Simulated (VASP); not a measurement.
## Ba: single point with PBEsol

Crystal: Ba.

```xyz
1
Lattice="-2.4584 2.4584 2.4584 2.4584 -2.4584 2.4584 2.4584 2.4584 -2.4584" Properties=species:S:1:pos:R:3 pbc="T T T"
Ba    0.0000    0.0000    0.0000
```

This cell differs from its parent crystal: volume scaled by 1.03.

```
Program                : VASP 6.6.1
Task                   : single point
Functional             : PBEsol
Potentials or basis    : VASP PAW PBE potentials, release 64 (Ba_sv)
Cutoff                 : 520 eV
k mesh                 : 12 × 12 × 12
Occupations            : gaussian, width 0.1 eV
Spin                   : no spin polarisation
Dipole correction      : no
Further INCAR settings : ALGO = Normal; EDIFF = 1e-06; NBANDS = 11
```

The pressure is -0.1 GPa. The band gap on the k mesh is zero (band 5 reaches 2.30 eV, above the bottom of band 6 at 1.11 eV).

Levels at points of the mesh, in eV from the Fermi level:
```tsv
k point	band 2	band 3	band 4	band 5	band 6	band 7	band 8	band 9
(0.00, 0.00, 0.00)	-13.65	-13.65	-13.65	-2.79	1.88	1.88	1.88	3.39
(0.50, 0.00, 0.00)	-14.21	-13.83	-13.66	-0.94	0.67	1.45	3.37	3.99
(0.50, 0.50, 0.50)	-14.04	-14.04	-14.04	-0.62	-0.62	4.63	4.63	4.63
```

Run time: 44 s on 1 thread of AMD EPYC 7R43 64-Core Processor (Zen 3), on a shared host, peak memory 0.16 GiB.

Caveat: the PAW data sets were made with another functional, which shifts forces and pressure a little; spin-orbit coupling is left out, which moves the levels of the heavy elements.
